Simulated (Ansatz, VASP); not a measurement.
**One calculation of GaN, two programs**

```
CELL_PARAMETERS angstrom
0.00000 2.13524 2.13524
2.13524 0.00000 2.13524
2.13524 2.13524 0.00000
ATOMIC_POSITIONS crystal
Ga 0.00000 0.00000 0.00000
N 0.50000 0.50000 0.50000
```

Alike in both runs: functional r2SCANh; k mesh 6 × 6 × 6; occupations fermi-dirac, width 0.05 eV; no spin polarisation.

```csv
,VASP,Ansatz
version,VASP 6.6.1,Ansatz 0.2.0
potentials or method,"VASP PAW PBE potentials, release 64 (Ga_d, N)",Ansatz PAW
plane-wave cutoff (eV),520,500
valence electrons in the cell,18,18
task,single point,band structure
```

Ansatz gave:

```
gap on the k mesh at the Fermi level (eV) : 1.60
least direct gap on the mesh (eV)         : 3.59
pressure (GPa)                            : -11.1
```

Question: Which values does VASP return?

Answer: gap on the k mesh at the Fermi level (eV): 1.60; least direct gap on the mesh (eV): 3.64; pressure (GPa): -10.0.

VASP's potentials were made for PBE, not for r2SCANh.

The k mesh is coarse, so the values compare programs but aren't converged.
